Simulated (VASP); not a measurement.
# ZrS (I4mm) in VASP: further runs

The runs below take ZrS through single point, with LDA.

Everything below comes from runs of VASP 6.6.1. Logs are shortened: lines on timing, memory, paths and dates and some standing lists are left out, and cuts for length are marked.

## 1. The cell of the first run

The structure is tetragonal, space group I4mm (No. 107). Conventional cell: a = 3.630 Å, b = 3.630 Å, c = 5.015 Å, α = 90.00°, β = 90.00°, γ = 90.00°. Within 3.1 Å of Zr (site symmetry 4mm) lie 6 S at 2.37 to 2.65 Å. Within 3.1 Å of S (site symmetry 4mm) lie 6 Zr at 2.37 to 2.65 Å.

## 2. Single point, LDA (atoms displaced along a vibrational mode, the cell strained)

The input, INCAR:

```
PREC = Accurate
ENCUT = 520
EDIFF = 1E-6
ISMEAR = 0
SIGMA = 0.15
LREAL = F
LASPH = T
NELM = 100
ALGO = Normal
ISIF = 2
LWAVE = F
LCHARG = F
GGA = CA
NBANDS = 16
```

The input, KPOINTS:

```
Automatic mesh
0
Gamma
  16 16 16
```

The input, POSCAR:

```
ZrS
1.0
    0.0000000000      2.5671447250      2.5671447250
    2.5073302529      0.0000000000      2.5671447250
    2.5073302529      2.5671447250      0.0000000000
Zr S
1 1
Direct
   -0.0073447758      0.0073447758      0.0073447758
    0.5208987049      0.4791012951      0.4791012951
```

Potentials or basis: VASP PAW LDA potentials, release 64 (Zr_sv, S).

The run is started by

```console
$ cat potpaw_LDA.64/Zr_sv/POTCAR potpaw_LDA.64/S/POTCAR > POTCAR
$ mpirun -np 1 vasp_std > vasp.out
```

OUTCAR:

```text
PREC = Accurate
   ENCUT = 520
   EDIFF = 1E-6
   ISMEAR = 0
   LREAL = F
   LASPH = T
   NELM = 100
   ISIF = 2
   GGA = CA

 ion  position               nearest neighbor table
   1  0.993  0.007  0.007-   2 2.37   2 2.57   2 2.57   2 2.57   2 2.57   2 2.65
   2  0.521  0.479  0.479-   1 2.37   1 2.57   1 2.57   1 2.57   1 2.57   1 2.65

  LATTYP: Found a body centered tetragonal cell.
 ALAT       =     3.6304908867
 C/A-ratio  =     1.3812623864

  Lattice vectors:

 A1 = (  -2.5073302529,   0.0000000000,  -2.5671447250)
 A2 = (  -2.5073302529,   0.0000000000,   2.5671447250)
 A3 = (   2.5073302529,   2.5671447250,   0.0000000000)

Analysis of symmetry for initial positions (statically):
=====================================================================
 Subroutine PRICEL returns:
 Original cell was already a primitive cell.

 Routine SETGRP: Setting up the symmetry group for a
 body centered tetragonal supercell.

 Subroutine GETGRP returns: Found  8 space group operations
 (whereof  8 operations were pure point group operations)
 out of a pool of 16 trial point group operations.

The static configuration has the point symmetry C_4v.

Analysis of symmetry for dynamics (positions and initial velocities):
=====================================================================
 Subroutine PRICEL returns:
 Original cell was already a primitive cell.

 Routine SETGRP: Setting up the symmetry group for a
 body centered tetragonal supercell.

 Subroutine GETGRP returns: Found  8 space group operations
 (whereof  8 operations were pure point group operations)
 out of a pool of 16 trial point group operations.

The dynamic configuration has the point symmetry C_4v.

 Subroutine INISYM returns: Found  8 space group operations
 (whereof  8 operations are pure point group operations),
 and found     1 'primitive' translations

----------------------------------------------------------------------------------------

                                     Primitive cell

  volume of cell :      33.0478

  direct lattice vectors                    reciprocal lattice vectors
     0.000000000  2.567144725  2.567144725    -0.199415294  0.194768918  0.194768918
     2.507330253  0.000000000  2.567144725     0.199415294 -0.194768918  0.194768918
     2.507330253  2.567144725  0.000000000     0.199415294  0.194768918 -0.194768918

  length of vectors
[... 81 lines left out ...]
   NELM   =    100;   NELMIN=  2; NELMDL= -5     # of ELM steps
   EDIFF  = 0.1E-05   stopping-criterion for ELM
   LREAL  =      F    real-space projection
   EDIFFG = 0.1E-04   stopping-criterion for IOM
   NSW    =      0    number of steps for IOM
   IBRION =     -1    ionic relax: 0-MD 1-quasi-New 2-CG
   NFREE  =      0    steps in history (QN), initial steepest desc. (CG)
   ISIF   =      2    stress and relaxation
   ISYM   =      2    0-nonsym 1-usesym 2-fastsym
   POTIM  = 0.5000    time-step for ionic-motion
   TEBEG  =    0.0;   TEEND  =   0.0 temperature during run
   PSTRESS=    0.0 pullay stress
   NELECT =      18.0000    total number of electrons
   NUPDOWN=      -1.0000    fix difference up-down
   EMIN   =  10.00;   EMAX   =-10.00  energy-range for DOS
   EFERMI =   0.00;   METHOD = LEGACY
   ISMEAR =     0;   SIGMA  =   0.15  broadening in eV -4-tet -1-fermi 0-gaus
   EFERMI_NEDOS =   21; number of points for ismear=-14 and -15
   IALGO  =     38    algorithm
   IMIX   =      4    mixing-type and parameters
     AMIX     =   0.40;   BMIX     =  1.00
     AMIX_MAG =   1.60;   BMIX_MAG =  1.00
  volume/ion in A,a.u.               =      16.52       111.51
  Fermi-wavevector in a.u.,A,eV,Ry     =   1.336960  2.526487 24.319879  1.787461
  Thomas-Fermi vector in A             =   2.465545
   LORBIT       =      0    0 simple, 1 ext, 2 COOP (PROOUT), +10 PAW based schemes
   GGA     = CA    functional components
   LHFCALC =     F    Hartree Fock is set to
   AEXX    =    0.0000 exact exchange contribution
   IVDW    =     0    specifies the selected vdW correction
   LEPSILON=     F    determine dielectric tensor
   LRPA    =     F    only Hartree local field effects (RPA)
 non-spin polarized calculation
 Gauss-broadening in eV      SIGMA  =   0.15
  energy-cutoff  :      520.00
  volume of cell :       33.05
 maximum number of plane-waves:       909
   NGX = 13   NGY = 13   NGZ = 13

 number of electron      17.9999999 magnetization

 Free energy of the ion-electron system (eV)
  ---------------------------------------------------
  ext. energy  EPLUGINS =         0.00000000
  ---------------------------------------------------
  free energy    TOTEN  =       -17.04268307 eV

  energy without entropy =      -17.02993784  energy(sigma->0) =      -17.03631046

 E-fermi :  11.6428     XC(G=0): -11.9612

 val. band max:       11.6427766605   @ k =  -0.2500   0.1250   0.0000
 cond. band min:      11.6553882842   @ k =  -0.3750   0.3125   0.3125
 fundamental gap:      0.0126116236
 Fermi energy:        11.6427994409

 k-point     1 :       0.0000    0.0000    0.0000
  band No.  band energies     occupation
      1     -37.7954      2.00000
      2     -15.9648      2.00000
      3     -15.9052      2.00000
      4     -15.9052      2.00000
      5      -4.4575      2.00000
      6       7.9297      2.00000
[... 433 lines left out ...]
      3     -15.9208      2.00000
      4     -15.9171      2.00000
      5      -4.2935      2.00000
      6       7.0673      2.00000
[... 8 lines left out ...]
     15      19.2926      0.00000
     16      23.8970      0.00000

 [... further k-points ...]

------------------------ aborting loop because EDIFF is reached ----------------------------------------

  FORCE on cell =-STRESS in cart. coord.  units (eV):
  Direction    XX          YY          ZZ          XY          YZ          ZX
  --------------------------------------------------------------------------------------
  -------------------------------------------------------------------------------------
  Total        3.5038091      0.1613021      0.1613021      0.0000000      0.0000000      0.0000000
  in kB      169.8669044      7.8200280      7.8200280      0.0000000      0.0000000      0.0000000
  external PRESSURE =      61.8356535 kB  Pullay stress =       0.0000000 kB

 VOLUME and BASIS-vectors are now :
 -----------------------------------------------------------------------------
  energy-cutoff  :      520.00
  volume of cell :       33.05
      direct lattice vectors                 reciprocal lattice vectors
     0.000000000  2.567144725  2.567144725    -0.199415294  0.194768918  0.194768918
     2.507330253  0.000000000  2.567144725     0.199415294 -0.194768918  0.194768918
     2.507330253  2.567144725  0.000000000     0.199415294  0.194768918 -0.194768918

 POSITION                                       TOTAL-FORCE (eV/Angst)
 -----------------------------------------------------------------------------------
      0.03683      2.56714      2.56714        -1.510995      0.000000      0.000000
      2.40253      2.56714      2.56714         1.510995      0.000000      0.000000
 -----------------------------------------------------------------------------------
    total drift:                               -0.000302      0.000000      0.000000

  FREE ENERGIE OF THE ION-ELECTRON SYSTEM (eV)
  ---------------------------------------------------
  free  energy   TOTEN  =       -17.0426830705 eV

  energy  without entropy=      -17.0299378441  energy(sigma->0) =      -17.03631046
```

OSZICAR:

```text
N       E                     dE             d eps       ncg     rms          rms(c)
DAV:   1     0.121035436314E+03    0.12104E+03   -0.96046E+03 11176   0.111E+03
DAV:   2    -0.127767309042E+02   -0.13381E+03   -0.12866E+03 14512   0.287E+02
DAV:   3    -0.178320613361E+02   -0.50553E+01   -0.50236E+01 17496   0.493E+01
DAV:   4    -0.179218394738E+02   -0.89778E-01   -0.89744E-01 14256   0.603E+00
DAV:   5    -0.179234091540E+02   -0.15697E-02   -0.15697E-02 16456   0.637E-01    0.190E+01
DAV:   6    -0.170841401484E+02    0.83927E+00   -0.17510E+00 14200   0.962E+00    0.896E+00
DAV:   7    -0.170487757599E+02    0.35364E-01   -0.20070E-01 16544   0.292E+00    0.346E+00
DAV:   8    -0.170432084335E+02    0.55673E-02   -0.27828E-02 13408   0.117E+00    0.409E-01
DAV:   9    -0.170427128167E+02    0.49562E-03   -0.27752E-03 13768   0.352E-01    0.175E-01
DAV:  10    -0.170426861821E+02    0.26635E-04   -0.35290E-04 14352   0.185E-01    0.518E-02
DAV:  11    -0.170426830629E+02    0.31192E-05   -0.22980E-05 14192   0.394E-02    0.326E-02
DAV:  12    -0.170426830705E+02   -0.76493E-08   -0.75122E-07 10208   0.762E-03
   1 F= -.17042683E+02 E0= -.17036310E+02  d E =-.127452E-01
```

Run time: 4.4 min. Hardware: 1 thread of AMD EPYC 7R43 (Zen 3), shared host; peak memory 0.25 GiB.

Results:

* Free energy: -17.0427 eV
* Pressure: 6.2 GPa
* Largest force: 1.511 eV/Å
* Band gap on the k mesh: zero (bands 9 and 10 overlap by 2.98 eV)

Forces on the atoms (eV/Å):
```
Zr  -1.511  0.000  0.000
S    1.511  0.000  0.000
```

Levels at points of the mesh, in eV from the Fermi level:
| k point | band 5 | band 6 | band 7 | band 8 | band 9 | band 10 | band 11 | band 12 | band 13 | band 14 |
| --- | --- | --- | --- | --- | --- | --- | --- | --- | --- | --- |
| (0.00, 0.00, 0.00) | -16.10 | -3.71 | -3.71 | -3.62 | -1.36 | -1.36 | -1.32 | -0.79 | -0.40 | 2.67 |
| (0.50, 0.00, 0.00) | -14.19 | -8.38 | -6.25 | -6.24 | 1.53 | 1.74 | 1.97 | 2.21 | 5.42 | 6.09 |
| (0.50, 0.50, 0.00) | -15.19 | -6.35 | -4.91 | -4.36 | -3.29 | 0.62 | 2.67 | 2.81 | 3.30 | 3.96 |
| (0.00, 0.50, 0.50) | -15.16 | -6.09 | -4.50 | -4.50 | -3.82 | 0.71 | 2.68 | 2.68 | 3.01 | 4.06 |

Caveat: the cell differs from its parent crystal (atoms displaced along a vibrational mode, the cell strained); the cell stands under pressure; forces of over 1 eV/Å act on the atoms, so gaps and moduli don't describe the material at rest.

## 3. Single point, LDA (atoms displaced along a vibrational mode)

The input, INCAR:

```
SYSTEM = ZrS
PREC = Accurate
ENCUT = 520
EDIFF = 1E-7
ISMEAR = 0
SIGMA = 0.15
LREAL = .FALSE.
LASPH = .TRUE.
NELM = 80
ALGO = Normal
ISIF = 2
LWAVE = .FALSE.
LCHARG = .FALSE.
GGA = CA
NBANDS = 16
```

The input, KPOINTS:

```
Automatic mesh
0
G
  16 16 16
  0 0 0
```

The input, POSCAR:

```
ZrS
1.0
    0.0000000000      2.5671447250      2.5671447250
    2.5671447250      0.0000000000      2.5671447250
    2.5671447250      2.5671447250      0.0000000000
Zr S
1 1
Direct
   -0.0110205862      0.0110205862      0.0110205862
    0.5313577958      0.4686422042      0.4686422042
```

Potentials or basis: VASP PAW LDA potentials, release 64 (Zr_sv, S).

The run is started by

```console
$ cat potpaw_LDA.64/Zr_sv/POTCAR potpaw_LDA.64/S/POTCAR > POTCAR
$ mpirun -np 1 vasp_std > vasp.out
```

Run time: 5 min. Hardware: 1 thread of AMD EPYC 7R43 (Zen 3), shared host; peak memory 0.25 GiB.

The run converged. Its results:

- Free energy: -16.9937 eV
- Pressure: 3.7 GPa
- Largest force: 1.852 eV/Å
- Band gap on the k mesh: zero (bands 9 and 10 overlap by 2.63 eV)

Forces in eV/Å, atoms in the order of the input:
```
Zr  -1.852  0.000  0.000
S    1.852  0.000  0.000
```

Stress tensor (GPa, compression positive):
```
12.79  0.00  0.00
 0.00 -0.81  0.00
 0.00  0.00 -0.81
```

Levels at points of the mesh, in eV from the Fermi level:
```tsv
k point	band 5	band 6	band 7	band 8	band 9	band 10	band 11	band 12	band 13	band 14
(0.00, 0.00, 0.00)	-15.95	-3.88	-3.84	-3.84	-1.37	-0.95	-0.95	-0.64	0.02	2.39
(0.50, 0.00, 0.00)	-14.16	-8.22	-6.11	-6.06	1.39	1.63	1.85	2.25	5.15	5.82
(0.50, 0.50, 0.00)	-15.04	-6.23	-5.17	-4.42	-2.81	0.80	2.65	2.70	3.21	3.70
(0.00, 0.50, 0.50)	-15.03	-6.11	-4.38	-4.38	-3.67	0.71	2.62	2.62	2.62	3.92
```

Caveat: the cell differs from its parent crystal (atoms displaced along a vibrational mode); the cell stands under pressure; forces of over 1 eV/Å act on the atoms, so gaps and moduli don't describe the material at rest.

## 4. Single point, LDA (atoms displaced along a vibrational mode)

The input, INCAR:

```
  PREC = Accurate
  ENCUT = 520
  EDIFF = 1E-6
  ISMEAR = 0
  SIGMA = 0.15
  LREAL = False
  LASPH = True
  NELM = 100
  ALGO = Normal
  ISIF = 2
  LWAVE = False
  LCHARG = True
  LELF = True
  LVHAR = True
  NBANDS = 16
```

The input, KPOINTS:

```
Automatic mesh
0
Gamma
  16 16 16
```

The input, POSCAR:

```
ZrS
1.0
    0.0000000000      2.5671447250      2.5671447250
    2.5671447250      0.0000000000      2.5671447250
    2.5671447250      2.5671447250      0.0000000000
Zr S
1 1
Direct
   -0.0073447758      0.0073447758      0.0073447758
    0.5208987049      0.4791012951      0.4791012951
```

Potentials or basis: VASP PAW LDA potentials, release 64 (Zr_sv, S).

The run is started by

```console
$ cat potpaw_LDA.64/Zr_sv/POTCAR potpaw_LDA.64/S/POTCAR > POTCAR
$ mpirun -np 1 vasp_std > vasp.out
```

OUTCAR:

```text
PREC = Accurate
   ENCUT = 520
   EDIFF = 1E-6
   ISMEAR = 0
   LREAL = False
   LASPH = True
   NELM = 100
   ISIF = 2

 ion  position               nearest neighbor table
   1  0.993  0.007  0.007-   2 2.42   2 2.57   2 2.57   2 2.57   2 2.57   2 2.71
   2  0.521  0.479  0.479-   1 2.42   1 2.57   1 2.57   1 2.57   1 2.57   1 2.71

  LATTYP: Found a face centered cubic cell.
 ALAT       =     5.1342894500

  Lattice vectors:

 A1 = (   0.0000000000,   2.5671447250,   2.5671447250)
 A2 = (   2.5671447250,   0.0000000000,   2.5671447250)
 A3 = (   2.5671447250,   2.5671447250,   0.0000000000)

Analysis of symmetry for initial positions (statically):
=====================================================================
 Subroutine PRICEL returns:
 Original cell was already a primitive cell.

 Routine SETGRP: Setting up the symmetry group for a
 face centered cubic supercell.

 Subroutine GETGRP returns: Found  8 space group operations
 (whereof  8 operations were pure point group operations)
 out of a pool of 48 trial point group operations.

The static configuration has the point symmetry C_4v.

Analysis of symmetry for dynamics (positions and initial velocities):
=====================================================================
 Subroutine PRICEL returns:
 Original cell was already a primitive cell.

 Routine SETGRP: Setting up the symmetry group for a
 face centered cubic supercell.

 Subroutine GETGRP returns: Found  8 space group operations
 (whereof  8 operations were pure point group operations)
 out of a pool of 48 trial point group operations.

The dynamic configuration has the point symmetry C_4v.

 Subroutine INISYM returns: Found  8 space group operations
 (whereof  8 operations are pure point group operations),
 and found     1 'primitive' translations

----------------------------------------------------------------------------------------

[... 110 lines left out ...]
   IMIX   =      4    mixing-type and parameters
     AMIX     =   0.40;   BMIX     =  1.00
     AMIX_MAG =   1.60;   BMIX_MAG =  1.00
  volume/ion in A,a.u.               =      16.92       114.17
  Fermi-wavevector in a.u.,A,eV,Ry     =   1.326494  2.506710 23.940628  1.759587
  Thomas-Fermi vector in A             =   2.455877
   LORBIT       =      0    0 simple, 1 ext, 2 COOP (PROOUT), +10 PAW based schemes
   GGA     = CA    functional components
   LHFCALC =     F    Hartree Fock is set to
   AEXX    =    0.0000 exact exchange contribution
   IVDW    =     0    specifies the selected vdW correction
   LEPSILON=     F    determine dielectric tensor
   LRPA    =     F    only Hartree local field effects (RPA)
 non-spin polarized calculation
 Gauss-broadening in eV      SIGMA  =   0.15
  energy-cutoff  :      520.00
  volume of cell :       33.84
 maximum number of plane-waves:       941
   NGX = 13   NGY = 13   NGZ = 13

 number of electron      17.9999999 magnetization

 Free energy of the ion-electron system (eV)
  ---------------------------------------------------
  ext. energy  EPLUGINS =         0.00000000
  ---------------------------------------------------
  free energy    TOTEN  =       -17.09758578 eV

  energy without entropy =      -17.08502334  energy(sigma->0) =      -17.09130456

 E-fermi :  11.3398     XC(G=0): -11.8486

 val. band max:       11.3336660326   @ k =   0.1250  -0.3125   0.3125
 cond. band min:      11.3399632178   @ k =  -0.3125   0.1875   0.0625
 fundamental gap:      0.0062971852
 Fermi energy:        11.3398009652

 k-point     1 :       0.0000    0.0000    0.0000
  band No.  band energies     occupation
      1     -38.1560      2.00000
      2     -16.3006      2.00000
      3     -16.2736      2.00000
      4     -16.2736      2.00000
      5      -4.6615      2.00000
      6       7.6468      2.00000
[... 433 lines left out ...]
      3     -16.3366      2.00000
      4     -16.3222      2.00000
      5      -2.8937      2.00000
      6       3.1555      2.00000
[... 8 lines left out ...]
     15      17.8120      0.00000
     16      18.6739      0.00000

 [... further k-points ...]

------------------------ aborting loop because EDIFF is reached ----------------------------------------

  FORCE on cell =-STRESS in cart. coord.  units (eV):
  Direction    XX          YY          ZZ          XY          YZ          ZX
  --------------------------------------------------------------------------------------
  -------------------------------------------------------------------------------------
  Total        1.1986483     -0.0533154     -0.0533154     -0.0000000      0.0000000      0.0000000
  in kB       56.7572459     -2.5245394     -2.5245394     -0.0000000      0.0000000      0.0000000
  external PRESSURE =      17.2360557 kB  Pullay stress =       0.0000000 kB

 VOLUME and BASIS-vectors are now :
 -----------------------------------------------------------------------------
  energy-cutoff  :      520.00
  volume of cell :       33.84
      direct lattice vectors                 reciprocal lattice vectors
     0.000000000  2.567144725  2.567144725    -0.194768918  0.194768918  0.194768918
     2.567144725  0.000000000  2.567144725     0.194768918 -0.194768918  0.194768918
     2.567144725  2.567144725  0.000000000     0.194768918  0.194768918 -0.194768918

 POSITION                                       TOTAL-FORCE (eV/Angst)
 -----------------------------------------------------------------------------------
      0.03771      2.56714      2.56714        -1.062726      0.000000      0.000000
      2.45984      2.56714      2.56714         1.062726      0.000000      0.000000
 -----------------------------------------------------------------------------------
    total drift:                               -0.000301     -0.000000     -0.000000

  FREE ENERGIE OF THE ION-ELECTRON SYSTEM (eV)
  ---------------------------------------------------
  free  energy   TOTEN  =       -17.0975857765 eV

  energy  without entropy=      -17.0850233351  energy(sigma->0) =      -17.09130456
```

Run time: 3.5 min. Hardware: 1 thread of AMD EPYC 7R43 (Zen 3), shared host; peak memory 0.25 GiB.

What came out:

```
Free energy            : -17.0976 eV
Pressure               : 1.7 GPa
Largest force          : 1.063 eV/Å
Band gap on the k mesh : zero (bands 9 and 10 overlap by 2.82 eV)
```

Forces in eV/Å, atoms in the order of the input:
```
Zr  -1.063  0.000  0.000
S    1.063  0.000  0.000
```

Caveat: the cell differs from its parent crystal (atoms displaced along a vibrational mode); forces of over 1 eV/Å act on the atoms, so gaps and moduli don't describe the material at rest.

(Part 1 of 2 ends here.)
